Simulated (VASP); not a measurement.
# Hf3Ta2F (P4/mmm) in VASP: further runs

The runs below take Hf3Ta2F through single point, relaxation of cell and atoms, with PBE.

Everything below comes from runs of VASP 6.6.1. Logs are shortened: lines on timing, memory, paths and dates and some standing lists are left out, and cuts for length are marked.

## Step 1: The cell of the first run

It takes space group P4/mmm (No. 123, tetragonal). The conventional cell has a = 2.968 Å, b = 2.968 Å, c = 12.800 Å, α = 90.00°, β = 90.00°, γ = 90.00°. Within 3.8 Å of Hf (site symmetry 4mm) lie 4 F at 2.83 Å and 5 Hf at 2.97 to 3.80 Å and 4 Ta at 3.00 Å. Hf (site symmetry 4/mmm) has 4 Hf at 2.97 Å and 8 Ta at 3.16 Å within 3.9 Å. Ta (site symmetry 4mm) has 8 Ta at 2.97 to 4.20 Å and 8 Hf at 3.00 to 3.16 Å and 1 F at 4.04 Å within 4.2 Å. F (site symmetry 4/mmm) has 8 Hf at 2.83 Å and 4 F at 2.97 Å within 3.7 Å.

The cell was generated, and may not be a known phase.

## Step 2: Single point, PBE

Input file INCAR:

```
PREC     = Accurate       # precision mode
ENCUT    = 520            # plane-wave cutoff, eV
EDIFF    = 1E-7           # SCF threshold, eV
ISMEAR   = 0              # smearing method
SIGMA    = 0.1            # smearing width, eV
LREAL    = False          # projectors in reciprocal space
LASPH    = True           # aspherical terms in the spheres
NELM     = 60             # most SCF steps
ALGO     = Normal         # electronic algorithm
ISIF     = 2              # what is computed and relaxed
LWAVE    = False          # write WAVECAR
LCHARG   = False          # write CHGCAR
GGA      = PE             # functional
NBANDS   = 38             # bands
```

Input file KPOINTS:

```
Automatic mesh
0
Gamma
  6 6 2
```

Input file POSCAR:

```
Hf3Ta2F
1.0
    2.9683538059      0.0000000000      0.0000000000
    0.0000000000      2.9683538059      0.0000000000
    0.0000000000      0.0000000000     12.8002448718
Hf Ta F
3 2 1
Direct
    0.5000000000      0.5000000000      0.1482595592
    0.5000000000      0.5000000000      0.5000000000
    0.5000000000      0.5000000000      0.8517404408
    0.0000000000      0.0000000000      0.3157596187
    0.0000000000      0.0000000000      0.6842403813
    0.0000000000      0.0000000000      0.0000000000
```

Potentials or basis: VASP PAW PBE potentials, release 64 (Hf_pv, Ta_pv, F).

Command:

```bash
> cat potpaw_PBE.64/Hf_pv/POTCAR potpaw_PBE.64/Ta_pv/POTCAR potpaw_PBE.64/F/POTCAR > POTCAR
> mpirun -np 1 vasp_std > vasp.out
```

OUTCAR:

```text
PREC = Accurate
   ENCUT = 520
   EDIFF = 1E-7
   ISMEAR = 0
   LREAL = False
   LASPH = True
   NELM = 60
   ISIF = 2
   GGA = PE

 ion  position               nearest neighbor table
   1  0.500  0.500  0.148-   6 2.83   6 2.83   6 2.83   6 2.83   4 3.00   4 3.00   4 3.00   4 3.00
                             3 3.80
   2  0.500  0.500  0.500-   4 3.16   5 3.16   4 3.16   5 3.16   4 3.16   5 3.16   4 3.16   5 3.16

   3  0.500  0.500  0.852-   6 2.83   6 2.83   6 2.83   6 2.83   5 3.00   5 3.00   5 3.00   5 3.00
                             1 3.80
   4  0.000  0.000  0.316-   1 3.00   1 3.00   1 3.00   1 3.00   2 3.16   2 3.16   2 3.16   2 3.16

   5  0.000  0.000  0.684-   3 3.00   3 3.00   3 3.00   3 3.00   2 3.16   2 3.16   2 3.16   2 3.16

   6  0.000  0.000  0.000-   1 2.83   3 2.83   1 2.83   3 2.83   1 2.83   3 2.83   1 2.83   3 2.83

  LATTYP: Found a simple tetragonal cell.
 ALAT       =     2.9683538059
 C/A-ratio  =     4.3122369195

  Lattice vectors:

 A1 = (   2.9683538059,   0.0000000000,   0.0000000000)
 A2 = (   0.0000000000,   2.9683538059,   0.0000000000)
 A3 = (   0.0000000000,   0.0000000000,  12.8002448718)

Analysis of symmetry for initial positions (statically):
=====================================================================
 Subroutine PRICEL returns:
 Original cell was already a primitive cell.

 Routine SETGRP: Setting up the symmetry group for a
 simple tetragonal supercell.

 Subroutine GETGRP returns: Found 16 space group operations
 (whereof 16 operations were pure point group operations)
 out of a pool of 16 trial point group operations.

The static configuration has the point symmetry D_4h.

Analysis of symmetry for dynamics (positions and initial velocities):
=====================================================================
 Subroutine PRICEL returns:
 Original cell was already a primitive cell.

 Routine SETGRP: Setting up the symmetry group for a
 simple tetragonal supercell.

 Subroutine GETGRP returns: Found 16 space group operations
 (whereof 16 operations were pure point group operations)
 out of a pool of 16 trial point group operations.

The dynamic configuration has the point symmetry D_4h.

 Subroutine INISYM returns: Found 16 space group operations
 (whereof 16 operations are pure point group operations),
 and found     1 'primitive' translations

----------------------------------------------------------------------------------------

                                     Primitive cell

  volume of cell :     112.7845

  direct lattice vectors                    reciprocal lattice vectors
     2.968353806  0.000000000  0.000000000     0.336887064  0.000000000  0.000000000
     0.000000000  2.968353806  0.000000000     0.000000000  0.336887064  0.000000000
     0.000000000  0.000000000 12.800244872     0.000000000  0.000000000  0.078123505

  length of vectors
     2.968353806  2.968353806 12.800244872     0.336887064  0.336887064  0.078123505

  position of ions in fractional coordinates (direct lattice)
     0.500000000  0.500000000  0.148259559
     0.500000000  0.500000000  0.500000000
     0.500000000  0.500000000  0.851740441
     0.000000000  0.000000000  0.315759619
     0.000000000  0.000000000  0.684240381
     0.000000000  0.000000000  0.000000000

  ion indices of the primitive-cell ions
   primitive index   ion index
                 1           1
                 2           2
                 3           3
                 4           4
                 5           5
                 6           6

----------------------------------------------------------------------------------------

 KPOINTS: Automatic mesh

Automatic generation of k-mesh.
 Grid dimensions read from file:
 generate k-points for:    6    6    2

 Generating k-lattice:

  Cartesian coordinates                     Fractional coordinates (reciprocal lattice)
     0.056147844  0.000000000  0.000000000     0.166666667  0.000000000  0.000000000
     0.000000000  0.056147844  0.000000000     0.000000000  0.166666667  0.000000000
     0.000000000  0.000000000  0.039061753     0.000000000  0.000000000  0.500000000

  Length of vectors
     0.056147844  0.056147844  0.039061753

  Shift w.r.t. Gamma in fractional coordinates (k-lattice)
     0.000000000  0.000000000  0.000000000

 Subroutine IBZKPT returns following result:
 ===========================================

 Found     20 irreducible k-points:

 Following reciprocal coordinates:
            Coordinates               Weight
  0.000000  0.000000  0.000000      1.000000
  0.166667  0.000000  0.000000      4.000000
  0.333333  0.000000  0.000000      4.000000
  0.500000  0.000000  0.000000      2.000000
  0.166667  0.166667  0.000000      4.000000
  0.333333  0.166667  0.000000      8.000000
[... 12 lines left out ...]
  0.500000  0.333333  0.500000      4.000000
  0.500000  0.500000  0.500000      1.000000
   k-points           NKPTS =     20   k-points in BZ     NKDIM =     20   number of bands    NBANDS=     38
   number of dos      NEDOS =    301   number of ions     NIONS =      6
   total plane-waves  NPLWV =  55296
   dimension x,y,z NGX =    24 NGY =   24 NGZ =   96
   dimension x,y,z NGXF=    48 NGYF=   48 NGZF=  192
   ions per type =               3   2   1
   NGX,Y,Z   is equivalent  to a cutoff of  13.44, 13.44, 12.47 a.u.
   NGXF,Y,Z  is equivalent  to a cutoff of  26.88, 26.88, 24.94 a.u.
 SYSTEM =  unknown system
   PREC   = accura    normal or accurate (medium, high low for compatibility)
   ISTART =      0    job   : 0-new  1-cont  2-samecut
   ICHARG =      2    charge: 1-file 2-atom 10-const
   ISPIN  =      1    spin polarized calculation?
   LNONCOLLINEAR =      F non collinear calculations
   LSORBIT =      F    spin-orbit coupling
   LASPH  =      T    aspherical Exc in radial PAW
   ENCUT  =  520.0 eV  38.22 Ry    6.18 a.u.   5.52  5.52 23.80*2*pi/ulx,y,z
   NELM   =     60;   NELMIN=  2; NELMDL= -5     # of ELM steps
   EDIFF  = 0.1E-06   stopping-criterion for ELM
   LREAL  =      F    real-space projection
   EDIFFG = 0.1E-05   stopping-criterion for IOM
   NSW    =      0    number of steps for IOM
   IBRION =     -1    ionic relax: 0-MD 1-quasi-New 2-CG
   NFREE  =      0    steps in history (QN), initial steepest desc. (CG)
   ISIF   =      2    stress and relaxation
   ISYM   =      2    0-nonsym 1-usesym 2-fastsym
   POTIM  = 0.5000    time-step for ionic-motion
   TEBEG  =    0.0;   TEEND  =   0.0 temperature during run
   PSTRESS=    0.0 pullay stress
   NELECT =      59.0000    total number of electrons
   NUPDOWN=      -1.0000    fix difference up-down
   EMIN   =  10.00;   EMAX   =-10.00  energy-range for DOS
   EFERMI =   0.00;   METHOD = LEGACY
   ISMEAR =     0;   SIGMA  =   0.10  broadening in eV -4-tet -1-fermi 0-gaus
   EFERMI_NEDOS =   21; number of points for ismear=-14 and -15
   IALGO  =     38    algorithm
   IMIX   =      4    mixing-type and parameters
     AMIX     =   0.40;   BMIX     =  1.00
     AMIX_MAG =   1.60;   BMIX_MAG =  1.00
  volume/ion in A,a.u.               =      18.80       126.85
  Fermi-wavevector in a.u.,A,eV,Ry     =   1.319094  2.492726 23.674247  1.740008
  Thomas-Fermi vector in A             =   2.449017
   LORBIT       =      0    0 simple, 1 ext, 2 COOP (PROOUT), +10 PAW based schemes
   GGA     = PE    functional components
   LHFCALC =     F    Hartree Fock is set to
   AEXX    =    0.0000 exact exchange contribution
   IVDW    =     0    specifies the selected vdW correction
   LEPSILON=     F    determine dielectric tensor
   LRPA    =     F    only Hartree local field effects (RPA)
 non-spin polarized calculation
 Gauss-broadening in eV      SIGMA  =   0.10
  energy-cutoff  :      520.00
  volume of cell :      112.78
 maximum number of plane-waves:      3087
 NGX is ok and might be reduce to    24
   NGX = 11   NGY = 11   NGZ = 47

 number of electron      58.9999986 magnetization

 Free energy of the ion-electron system (eV)
  ---------------------------------------------------
  ext. energy  EPLUGINS =         0.00000000
  ---------------------------------------------------
  free energy    TOTEN  =       -57.12301199 eV

  energy without entropy =      -57.10088472  energy(sigma->0) =      -57.11194836

 E-fermi :   5.2086     XC(G=0): -11.5787

 val. band max:        5.2056884853   @ k =   0.5000   0.1667   0.0000
 cond. band min:       5.2160925878   @ k =   0.0000   0.0000   0.5000
 fundamental gap:      0.0104041025
 Fermi energy:         5.2086466703

 k-point     1 :       0.0000    0.0000    0.0000
  band No.  band energies     occupation
      1     -28.9629      2.00000
      2     -28.9513      2.00000
      3     -28.6880      2.00000
      4     -28.6880      2.00000
      5     -28.6870      2.00000
      6     -28.6870      2.00000
[... 30 lines left out ...]
     37       7.4532      0.00000
     38       7.7593      0.00000

 k-point     2 :       0.1667    0.0000    0.0000
  band No.  band energies     occupation
      1     -28.9424      2.00000
      2     -28.9362      2.00000
      3     -28.8388      2.00000
      4     -28.8371      2.00000
      5     -28.6747      2.00000
      6     -28.6739      2.00000
[... 30 lines left out ...]
     37       7.2532      0.00000
     38       7.9962      0.00000

 k-point     3 :       0.3333    0.0000    0.0000
  band No.  band energies     occupation
      1     -29.1303      2.00000
      2     -29.1256      2.00000
      3     -28.9058      2.00000
      4     -28.9021      2.00000
      5     -28.6480      2.00000
      6     -28.6477      2.00000
[... 30 lines left out ...]
     37       7.2001      0.00000
[... 617 lines left out ...]
 k-point    19 :       0.5000    0.3333    0.5000
  band No.  band energies     occupation
      1     -29.2088      2.00000
      2     -29.2085      2.00000
      3     -29.0563      2.00000
      4     -29.0542      2.00000
      5     -28.8277      2.00000
      6     -28.8240      2.00000
[... 30 lines left out ...]
     37       8.4163      0.00000
     38       8.5016      0.00000

 k-point    20 :       0.5000    0.5000    0.5000
  band No.  band energies     occupation
      1     -29.1906      2.00000
      2     -29.1906      2.00000
      3     -29.1878      2.00000
      4     -29.1878      2.00000
      5     -28.8061      2.00000
      6     -28.8045      2.00000
[... 30 lines left out ...]
     37       9.2946      0.00000
     38       9.7262      0.00000

------------------------ aborting loop because EDIFF is reached ----------------------------------------

  FORCE on cell =-STRESS in cart. coord.  units (eV):
  Direction    XX          YY          ZZ          XY          YZ          ZX
  --------------------------------------------------------------------------------------
  -------------------------------------------------------------------------------------
  Total       -0.3770675     -0.3770675     -0.4902040      0.0000000     -0.0000000      0.0000000
  in kB       -5.3564871     -5.3564871     -6.9636641      0.0000000     -0.0000000      0.0000000
  external PRESSURE =      -5.8922128 kB  Pullay stress =       0.0000000 kB

 VOLUME and BASIS-vectors are now :
 -----------------------------------------------------------------------------
  energy-cutoff  :      520.00
  volume of cell :      112.78
      direct lattice vectors                 reciprocal lattice vectors
     2.968353806  0.000000000  0.000000000     0.336887064  0.000000000  0.000000000
     0.000000000  2.968353806  0.000000000     0.000000000  0.336887064  0.000000000
     0.000000000  0.000000000 12.800244872     0.000000000  0.000000000  0.078123505

 POSITION                                       TOTAL-FORCE (eV/Angst)
 -----------------------------------------------------------------------------------
      1.48418      1.48418      1.89776        -0.000000      0.000000      0.024573
      1.48418      1.48418      6.40012        -0.000000     -0.000000     -0.000000
      1.48418      1.48418     10.90249         0.000000      0.000000     -0.024573
      0.00000      0.00000      4.04180        -0.000000     -0.000000     -0.028797
      0.00000      0.00000      8.75844        -0.000000     -0.000000      0.028797
      0.00000      0.00000      0.00000        -0.000000     -0.000000     -0.000000
 -----------------------------------------------------------------------------------
    total drift:                                0.000000     -0.000000      0.000000

  FREE ENERGIE OF THE ION-ELECTRON SYSTEM (eV)
  ---------------------------------------------------
  free  energy   TOTEN  =       -57.1230119917 eV

  energy  without entropy=      -57.1008847185  energy(sigma->0) =      -57.11194836
```

Run time: 92 s. Hardware: 1 thread of Intel Xeon Platinum 8488C (Sapphire Rapids), shared host; peak memory 0.27 GiB.

What came out:

```yaml
Free_energy: -57.1230 eV
Pressure: -0.6 GPa
Largest_force: 0.029 eV/Å
Band_gap_on_the_k_mesh: zero (an odd number of electrons rules out a gap without spin polarisation)
```

Forces in eV/Å, atoms in the order of the input:
```
Hf   0.000  0.000  0.025
Hf   0.000  0.000  0.000
Hf   0.000  0.000 -0.025
Ta   0.000  0.000 -0.029
Ta   0.000  0.000  0.029
F    0.000  0.000  0.000
```

Stress tensor (GPa, compression positive):
```
-0.54  0.00  0.00
 0.00 -0.54  0.00
 0.00  0.00 -0.70
```

Caveat: spin-orbit coupling is left out, which moves the levels of the heavy elements; an odd number of electrons without spin polarisation forces a metal; a magnetic or distorted state may lie lower.

[end of part 1 of 2]

The gap in the log of VASP goes by the Fermi energy; the results here count the filled bands.